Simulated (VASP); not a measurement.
# BiTe (I4mm) in VASP: further runs

The runs below take BiTe through single point, with r2SCAN.

Everything below comes from runs of VASP 6.6.1. Logs are shortened: lines on timing, memory, paths and dates and some standing lists are left out, and cuts for length are marked.

## Step 1: The cell of the first run

Symmetry: I4mm, No. 107, tetragonal system. Conventional cell: a = 4.575 Å, b = 4.575 Å, c = 6.470 Å, α = 90.00°, β = 90.00°, γ = 90.00°. Bi (site symmetry 4mm) has 6 Te at 3.16 to 3.31 Å within 4.2 Å. Within 4.2 Å of Te (site symmetry 4mm) lie 6 Bi at 3.16 to 3.31 Å.

## Step 2: Single point, r2SCAN (all Bi atoms moved +0.075 Å, as atom 1 along Cartesian [1 0 0])

File POSCAR:

```
BiTe
1.0
    0.0000000000      3.2350000000      3.2350000000
    3.2350000000      0.0000000000      3.2350000000
    3.2350000000      3.2350000000      0.0000000000
Bi Te
1 1
Direct
   -0.0115919629      0.0115919629      0.0115919629
    0.5000000000      0.5000000000      0.5000000000
```

File INCAR.step1:

```
SYSTEM = BiTe
PREC     = Accurate       ! precision mode
ENCUT    = 520            ! plane-wave cutoff, eV
ISMEAR   = 0              ! smearing method
SIGMA    = 0.15           ! smearing width, eV
LREAL    = .False.        ! projectors in reciprocal space
LASPH    = .True.         ! aspherical terms in the spheres
NELM     = 100            ! most SCF steps
NBANDS   = 18             ! bands
GGA      = PE             ! functional
ALGO     = Normal         ! electronic algorithm
EDIFF    = 1E-4           ! SCF threshold, eV
LWAVE    = .True.         ! write WAVECAR
LCHARG   = .False.        ! write CHGCAR
```

File INCAR.step2:

```
SYSTEM = BiTe
PREC     = Accurate       ! precision mode
ENCUT    = 520            ! plane-wave cutoff, eV
EDIFF    = 1E-6           ! SCF threshold, eV
ISMEAR   = 0              ! smearing method
SIGMA    = 0.15           ! smearing width, eV
LREAL    = .False.        ! projectors in reciprocal space
LASPH    = .True.         ! aspherical terms in the spheres
NELM     = 100            ! most SCF steps
ALGO     = Normal         ! electronic algorithm
ISIF     = 2              ! what is computed and relaxed
LWAVE    = .False.        ! write WAVECAR
LCHARG   = .False.        ! write CHGCAR
METAGGA  = R2SCAN         ! meta-GGA
LMIXTAU  = .True.       
NBANDS   = 18             ! bands
ISTART   = 1
```

File KPOINTS:

```
Automatic mesh
0
Gamma
  14 14 14
  0 0 0
```

Potentials or basis: VASP PAW PBE potentials, release 64 (Bi_d, Te).

On the command line:

```console
> cat potpaw_PBE.64/Bi_d/POTCAR potpaw_PBE.64/Te/POTCAR > POTCAR
> cp INCAR.step1 INCAR
> mpirun -np 1 vasp_std > vasp.out
> cp INCAR.step2 INCAR
> mpirun -np 1 vasp_std > vasp.out
```

OUTCAR:

```text
SYSTEM = BiTe
   PREC = Accurate
   ENCUT = 520
   EDIFF = 1E-6
   ISMEAR = 0
   LREAL = .False.
   LASPH = .True.
   NELM = 100
   ISIF = 2
   METAGGA = R2SCAN
   ISTART = 1

 ion  position               nearest neighbor table
   1  0.988  0.012  0.012-   2 3.16   2 3.24   2 3.24   2 3.24   2 3.24   2 3.31
   2  0.500  0.500  0.500-   1 3.16   1 3.24   1 3.24   1 3.24   1 3.24   1 3.31

  LATTYP: Found a face centered cubic cell.
 ALAT       =     6.4700000000

  Lattice vectors:

 A1 = (   0.0000000000,   3.2350000000,   3.2350000000)
 A2 = (   3.2350000000,   0.0000000000,   3.2350000000)
 A3 = (   3.2350000000,   3.2350000000,   0.0000000000)

Analysis of symmetry for initial positions (statically):
=====================================================================
 Subroutine PRICEL returns:
 Original cell was already a primitive cell.

 Routine SETGRP: Setting up the symmetry group for a
 face centered cubic supercell.

 Subroutine GETGRP returns: Found  8 space group operations
 (whereof  8 operations were pure point group operations)
 out of a pool of 48 trial point group operations.

The static configuration has the point symmetry C_4v.

Analysis of symmetry for dynamics (positions and initial velocities):
=====================================================================
 Subroutine PRICEL returns:
 Original cell was already a primitive cell.

 Routine SETGRP: Setting up the symmetry group for a
 face centered cubic supercell.

 Subroutine GETGRP returns: Found  8 space group operations
 (whereof  8 operations were pure point group operations)
 out of a pool of 48 trial point group operations.

The dynamic configuration has the point symmetry C_4v.

 Subroutine INISYM returns: Found  8 space group operations
 (whereof  8 operations are pure point group operations),
 and found     1 'primitive' translations

----------------------------------------------------------------------------------------

                                     Primitive cell

  volume of cell :      67.7100

  direct lattice vectors                    reciprocal lattice vectors
     0.000000000  3.235000000  3.235000000    -0.154559505  0.154559505  0.154559505
     3.235000000  0.000000000  3.235000000     0.154559505 -0.154559505  0.154559505
     3.235000000  3.235000000  0.000000000     0.154559505  0.154559505 -0.154559505

  length of vectors
     4.574980874  4.574980874  4.574980874     0.267704916  0.267704916  0.267704916

  position of ions in fractional coordinates (direct lattice)
     0.988408037  0.011591963  0.011591963
     0.500000000  0.500000000  0.500000000

  ion indices of the primitive-cell ions
   primitive index   ion index
                 1           1
                 2           2

----------------------------------------------------------------------------------------

 KPOINTS: Automatic mesh

Automatic generation of k-mesh.
 Grid dimensions read from file:
 generate k-points for:   14   14   14

 Generating k-lattice:

  Cartesian coordinates                     Fractional coordinates (reciprocal lattice)
    -0.011039965  0.011039965  0.011039965     0.071428571  0.000000000  0.000000000
     0.011039965 -0.011039965  0.011039965     0.000000000  0.071428571  0.000000000
     0.011039965  0.011039965 -0.011039965     0.000000000  0.000000000  0.071428571

  Length of vectors
     0.019121780  0.019121780  0.019121780

  Shift w.r.t. Gamma in fractional coordinates (k-lattice)
     0.000000000  0.000000000  0.000000000

 Subroutine IBZKPT returns following result:
 ===========================================

 Found    244 irreducible k-points:

 Following reciprocal coordinates:
            Coordinates               Weight
  0.000000  0.000000  0.000000      1.000000
  0.071429  0.000000  0.000000      8.000000
  0.142857  0.000000  0.000000      8.000000
  0.214286  0.000000  0.000000      8.000000
  0.285714  0.000000  0.000000      8.000000
  0.357143  0.000000  0.000000      8.000000
[... 16 lines left out ...]
 -0.428571  0.071429  0.000000     16.000000
  0.000000 -0.428571  0.071429      8.000000
 [... further k-points ...]
   k-points           NKPTS =    244   k-points in BZ     NKDIM =    244   number of bands    NBANDS=     18
   number of dos      NEDOS =    301   number of ions     NIONS =      2
   total plane-waves  NPLWV =  46656
   dimension x,y,z NGX =    36 NGY =   36 NGZ =   36
   dimension x,y,z NGXF=    72 NGYF=   72 NGZF=   72
   ions per type =               1   1
   NGX,Y,Z   is equivalent  to a cutoff of  13.08, 13.08, 13.08 a.u.
   NGXF,Y,Z  is equivalent  to a cutoff of  26.16, 26.16, 26.16 a.u.
 SYSTEM =  BiTe
   PREC   = accura    normal or accurate (medium, high low for compatibility)
   ISTART =      1    job   : 0-new  1-cont  2-samecut
   ICHARG =      0    charge: 1-file 2-atom 10-const
   ISPIN  =      1    spin polarized calculation?
   LNONCOLLINEAR =      F non collinear calculations
   LSORBIT =      F    spin-orbit coupling
   LASPH  =      T    aspherical Exc in radial PAW
   ENCUT  =  520.0 eV  38.22 Ry    6.18 a.u.   8.51  8.51  8.51*2*pi/ulx,y,z
   NELM   =    100;   NELMIN=  2; NELMDL=  0     # of ELM steps
   EDIFF  = 0.1E-05   stopping-criterion for ELM
   LREAL  =      F    real-space projection
   EDIFFG = 0.1E-04   stopping-criterion for IOM
   NSW    =      0    number of steps for IOM
   IBRION =     -1    ionic relax: 0-MD 1-quasi-New 2-CG
   NFREE  =      0    steps in history (QN), initial steepest desc. (CG)
   ISIF   =      2    stress and relaxation
   ISYM   =      2    0-nonsym 1-usesym 2-fastsym
   POTIM  = 0.5000    time-step for ionic-motion
   TEBEG  =    0.0;   TEEND  =   0.0 temperature during run
   PSTRESS=    0.0 pullay stress
   NELECT =      21.0000    total number of electrons
   NUPDOWN=      -1.0000    fix difference up-down
   EMIN   =  10.00;   EMAX   =-10.00  energy-range for DOS
   EFERMI =   0.00;   METHOD = LEGACY
   ISMEAR =     0;   SIGMA  =   0.15  broadening in eV -4-tet -1-fermi 0-gaus
   EFERMI_NEDOS =   21; number of points for ismear=-14 and -15
   IALGO  =     38    algorithm
   IMIX   =      4    mixing-type and parameters
     AMIX     =   0.40;   BMIX     =  1.00
     AMIX_MAG =   1.60;   BMIX_MAG =  1.00
  volume/ion in A,a.u.               =      33.86       228.46
  Fermi-wavevector in a.u.,A,eV,Ry     =   1.108146  2.094092 16.707785  1.227988
  Thomas-Fermi vector in A             =   2.244669
   LORBIT       =      0    0 simple, 1 ext, 2 COOP (PROOUT), +10 PAW based schemes
   METAGGA = R2SCAN    functional components
   LHFCALC =     F    Hartree Fock is set to
   AEXX    =    0.0000 exact exchange contribution
   IVDW    =     0    specifies the selected vdW correction
   LEPSILON=     F    determine dielectric tensor
   LRPA    =     F    only Hartree local field effects (RPA)
 non-spin polarized calculation
 Gauss-broadening in eV      SIGMA  =   0.15
  energy-cutoff  :      520.00
  volume of cell :       67.71
 maximum number of plane-waves:      1845
 NGX is ok and might be reduce to    36
   NGX = 17   NGY = 17   NGZ = 17

 number of electron      21.0000000 magnetization

 Free energy of the ion-electron system (eV)
  ---------------------------------------------------
  ext. energy  EPLUGINS =         0.00000000
  ---------------------------------------------------
  free energy    TOTEN  =       -84.02749364 eV

  energy without entropy =      -84.01198461  energy(sigma->0) =      -84.01973912

 E-fermi :   6.6295     XC(G=0): -10.0004

 val. band max:        6.6276074967   @ k =   0.3571   0.1429  -0.3571
 cond. band min:       6.6295963631   @ k =   0.4286   0.1429   0.0714
 fundamental gap:      0.0019888664
 Fermi energy:         6.6294500443

 k-point     1 :       0.0000    0.0000    0.0000
  band No.  band energies     occupation
      1     -17.3094      2.00000
      2     -17.3050      2.00000
      3     -17.3022      2.00000
      4     -17.3022      2.00000
      5     -17.2995      2.00000
      6      -7.5652      2.00000
[... 10 lines left out ...]
     17      13.3504      0.00000
     18      13.5624      0.00000

 k-point     2 :       0.0714    0.0000    0.0000
  band No.  band energies     occupation
      1     -17.3096      2.00000
      2     -17.3052      2.00000
      3     -17.3021      2.00000
      4     -17.3019      2.00000
      5     -17.2993      2.00000
      6      -7.5170      2.00000
[... 10 lines left out ...]
     17      13.6659      0.00000
     18      13.8586      0.00000

 k-point     3 :       0.1429    0.0000    0.0000
  band No.  band energies     occupation
      1     -17.3102      2.00000
      2     -17.3059      2.00000
      3     -17.3016      2.00000
      4     -17.3009      2.00000
      5     -17.2985      2.00000
      6      -7.3728      2.00000
[... 10 lines left out ...]
     17      14.4627      0.00000
     18      14.6128      0.00000

 k-point     4 :       0.2143    0.0000    0.0000
  band No.  band energies     occupation
      1     -17.3112      2.00000
      2     -17.3070      2.00000
      3     -17.3010      2.00000
      4     -17.2994      2.00000
      5     -17.2974      2.00000
      6      -7.1346      2.00000
[... 10 lines left out ...]
     17      15.4911      0.00000
     18      15.6506      0.00000

 k-point     5 :       0.2857    0.0000    0.0000
  band No.  band energies     occupation
      1     -17.3124      2.00000
      2     -17.3083      2.00000
      3     -17.3005      2.00000
      4     -17.2977      2.00000
      5     -17.2959      2.00000
      6      -6.8064      2.00000
[... 10 lines left out ...]
     17      16.4326      0.00000
     18      16.8510      0.00000

 k-point     6 :       0.3571    0.0000    0.0000
  band No.  band energies     occupation
      1     -17.3135      2.00000
      2     -17.3095      2.00000
      3     -17.3000      2.00000
      4     -17.2961      2.00000
      5     -17.2945      2.00000
      6      -6.3948      2.00000
[... 10 lines left out ...]
     17      16.5494      0.00000
     18      17.9595      0.00000

 k-point     7 :       0.4286    0.0000    0.0000
  band No.  band energies     occupation
      1     -17.3143      2.00000
      2     -17.3103      2.00000
      3     -17.2997      2.00000
      4     -17.2950      2.00000
      5     -17.2935      2.00000
      6      -5.9162      2.00000
[... 10 lines left out ...]
     17      15.7118      0.00000
     18      17.1280      0.00000

 k-point     8 :       0.5000    0.0000    0.0000
  band No.  band energies     occupation
      1     -17.3146      2.00000
      2     -17.3106      2.00000
      3     -17.2995      2.00000
      4     -17.2946      2.00000
      5     -17.2931      2.00000
      6      -5.5283      2.00000
[... 10 lines left out ...]
     17      15.2386      0.00000
     18      16.4217      0.00000
[... 229 lines left out ...]
     17      15.7860      0.00000
     18      16.9760      0.00000

 k-point    20 :       0.0000    0.4286    0.0714
  band No.  band energies     occupation
      1     -17.3150      2.00000
      2     -17.3093      2.00000
      3     -17.2993      2.00000
      4     -17.2948      2.00000
      5     -17.2945      2.00000
      6      -6.0494      2.00000
[... 10 lines left out ...]
     17      15.7835      0.00000
     18      16.9686      0.00000

 k-point    21 :       0.5000    0.0714    0.0000
  band No.  band energies     occupation
      1     -17.3144      2.00000
      2     -17.3107      2.00000
      3     -17.2994      2.00000
      4     -17.2949      2.00000
      5     -17.2930      2.00000
      6      -5.5794      2.00000
[... 10 lines left out ...]
     17      15.3909      0.00000
     18      16.4952      0.00000

 k-point    22 :       0.0000    0.5000    0.0714
  band No.  band energies     occupation
      1     -17.3151      2.00000
      2     -17.3100      2.00000
      3     -17.2992      2.00000
      4     -17.2945      2.00000
      5     -17.2936      2.00000
      6      -5.5771      2.00000
[... 10 lines left out ...]
     17      15.3839      0.00000
     18      16.4880      0.00000

 k-point    23 :      -0.4286    0.0714    0.0000
  band No.  band energies     occupation
      1     -17.3144      2.00000
      2     -17.3105      2.00000
      3     -17.2994      2.00000
      4     -17.2949      2.00000
      5     -17.2934      2.00000
      6      -5.7226      2.00000
[... 10 lines left out ...]
     17      15.7601      0.00000
     18      16.8529      0.00000

 k-point    24 :       0.0000   -0.4286    0.0714
  band No.  band energies     occupation
      1     -17.3146      2.00000
      2     -17.3103      2.00000
      3     -17.2994      2.00000
      4     -17.2949      2.00000
      5     -17.2933      2.00000
      6      -5.7230      2.00000
[... 10 lines left out ...]
     17      15.7597      0.00000
     18      16.8573      0.00000

 [... further k-points ...]
[... 5 lines left out ...]
  --------------------------------------------------------------------------------------
  -------------------------------------------------------------------------------------
  Total        0.0572240      0.0088595      0.0088595      0.0000000      0.0000000      0.0000000
  in kB        1.3540547      0.2096365      0.2096365      0.0000000      0.0000000      0.0000000
  external PRESSURE =       0.5911093 kB  Pullay stress =       0.0000000 kB

 VOLUME and BASIS-vectors are now :
 -----------------------------------------------------------------------------
  energy-cutoff  :      520.00
  volume of cell :       67.71
      direct lattice vectors                 reciprocal lattice vectors
     0.000000000  3.235000000  3.235000000    -0.154559505  0.154559505  0.154559505
     3.235000000  0.000000000  3.235000000     0.154559505 -0.154559505  0.154559505
     3.235000000  3.235000000  0.000000000     0.154559505  0.154559505 -0.154559505

 POSITION                                       TOTAL-FORCE (eV/Angst)
 -----------------------------------------------------------------------------------
      0.07500      3.23500      3.23500        -0.191235      0.000000      0.000000
      3.23500      3.23500      3.23500         0.191235      0.000000      0.000000
 -----------------------------------------------------------------------------------
    total drift:                               -0.000053      0.000000     -0.000000

  FREE ENERGIE OF THE ION-ELECTRON SYSTEM (eV)
  ---------------------------------------------------
  free  energy   TOTEN  =       -84.0274936354 eV

  energy  without entropy=      -84.0119846089  energy(sigma->0) =      -84.01973912
```

Run time: 22 min. Hardware: 1 thread of AMD EPYC 9755, shared host; peak memory 0.41 GiB.

Results:

```
Free energy            : -84.0275 eV
Pressure               : 0.1 GPa
Largest force          : 0.191 eV/Å
Band gap on the k mesh : zero (an odd number of electrons rules out a gap without spin polarisation)
```

Forces in eV/Å, atoms in the order of the input:
```
Bi  -0.191  0.000  0.000
Te   0.191  0.000  0.000
```

Caveat: the cell differs from its parent crystal (all Bi atoms moved +0.075 Å, as atom 1 along Cartesian [1 0 0]); the PAW data sets were made with another functional, which shifts forces and pressure a little; spin-orbit coupling is left out, which moves the levels of the heavy elements; an odd number of electrons without spin polarisation forces a metal; a magnetic or distorted state may lie lower.

## Step 3: Single point, r2SCAN (all Bi atoms moved +0.025 Å, as atom 1 along Cartesian [1 0 0])

Changes to POSCAR since step 2:

```diff
@@ -8,3 +8,3 @@
 Direct
-   -0.0115919629      0.0115919629      0.0115919629
+   -0.0038639876      0.0038639876      0.0038639876
     0.5000000000      0.5000000000      0.5000000000
```

File INCAR.step1:

```
  PREC = Accurate
  ENCUT = 520
  ISMEAR = 0
  SIGMA = 0.15
  LREAL = F
  LASPH = T
  NELM = 100
  NBANDS = 18
  GGA = PE
  ALGO = Normal
  EDIFF = 1E-4
  LWAVE = T
  LCHARG = F
```

File INCAR.step2:

```
  PREC = Accurate
  ENCUT = 520
  EDIFF = 1E-7
  ISMEAR = 0
  SIGMA = 0.15
  LREAL = F
  LASPH = T
  NELM = 100
  ALGO = Normal
  ISIF = 2
  LWAVE = F
  LCHARG = F
  METAGGA = R2SCAN
  LMIXTAU = T
  NBANDS = 18
  ISTART = 1
```

File KPOINTS:

```
regular mesh
0
Gamma
  14 14 14
```

Potentials or basis: VASP PAW PBE potentials, release 64 (Bi_d, Te).

On the command line:

```console
> cat potpaw_PBE.64/Bi_d/POTCAR potpaw_PBE.64/Te/POTCAR > POTCAR
> cp INCAR.step1 INCAR
> mpirun -np 1 vasp_std > vasp.out
> cp INCAR.step2 INCAR
> mpirun -np 1 vasp_std > vasp.out
```

Run time: 28 min. Hardware: 1 thread of AMD EPYC 9755, shared host; peak memory 0.39 GiB.

The run converged. Its results:

- Free energy: -84.0338 eV
- Pressure: 0.0 GPa
- Largest force: 0.063 eV/Å
- Band gap on the k mesh: zero (an odd number of electrons rules out a gap without spin polarisation)

Forces on the atoms (eV/Å):
```
Bi  -0.063  0.000  0.000
Te   0.063  0.000  0.000
```

Levels at points of the mesh, in eV from the Fermi level:
```
           k point  band 6  band 7  band 8  band 9  band 10  band 11  band 12  band 13  band 14  band 15
(0.00, 0.00, 0.00)  -14.18   -8.33   -2.83   -2.82    -2.82     2.22     2.22     2.22     4.98     4.98
(0.50, 0.00, 0.00)  -12.11  -11.75   -2.14   -2.14    -1.67    -0.72    -0.72    -0.71     7.80     8.16
(0.50, 0.50, 0.00)  -12.31  -10.34   -5.99   -4.32    -4.32     2.47     3.74     3.75     5.22     8.97
(0.00, 0.50, 0.50)  -12.30  -10.34   -5.99   -4.32    -4.32     2.48     3.74     3.74     5.22     8.97
```

Caveat: the cell differs from its parent crystal (all Bi atoms moved +0.025 Å, as atom 1 along Cartesian [1 0 0]); the PAW data sets were made with another functional, which shifts forces and pressure a little; spin-orbit coupling is left out, which moves the levels of the heavy elements; an odd number of electrons without spin polarisation forces a metal; a magnetic or distorted state may lie lower.
